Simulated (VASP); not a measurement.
Runs of VASP 6.6.1 on SrO. The structure is that of space group Pm-3m (No. 221), or close to it. The cells are those of the table. 

| level | cell | k mesh | gap on the mesh (eV) | pressure (GPa) |
| --- | --- | --- | --- | --- |
| r2SCAN | a = 3.072 Å, 2 atoms | 6 × 6 × 6 | 3.24 | 4.2 |
| PBE | a = 3.195 Å, 2 atoms | 6 × 6 × 6 | 2.75 | -4.0 |
| PBE | a = 3.165 Å, 2 atoms | 6 × 6 × 6 | 2.75 | -1.8 |
| PBE | a = 3.070 Å, 2 atoms | 6 × 6 × 6 | (a) | 7.2 |
| r2SCAN | a = 3.103 Å, 2 atoms | 8 × 8 × 8 | 3.24 | 0.8 |
| PBE | a = 3.134 Å, 2 atoms | 6 × 6 × 6 | 2.75 | 0.7 |
| PBE | a = 3.103 Å, 2 atoms | 8 × 8 × 8 | 2.75 | 3.6 |
| PBE | a = 3.102 Å, 2 atoms | 6 × 6 × 6 | 2.75 | (b) |
| r2SCAN | a = 3.134 Å, 2 atoms | 6 × 6 × 6 | 3.24 | -2.1 |
| r2SCAN | a = 3.103 Å, 2 atoms | 6 × 6 × 6 | 3.24 | 0.8 |
| r2SCAN | a = 3.040 Å, 2 atoms | 6 × 6 × 6 | 3.24 | 8.2 |
| r2SCAN | a = 3.164 Å, 2 atoms | 6 × 6 × 6 | 3.24 | -4.6 |

Alike in all rows: task single point; potentials or basis VASP PAW PBE potentials, release 64 (Sr_sv, O); no spin polarisation; cutoff (eV) 520; smearing gaussian 0.01 eV.

Problem. Fill in the values left out.

Solution. (a) 2.74; (b) 3.7.

Caveats: the PAW data sets were made with another functional, which shifts forces and pressure a little (some runs).

A k mesh can miss the band edges, and the runs leave out spin-orbit coupling on Sr.
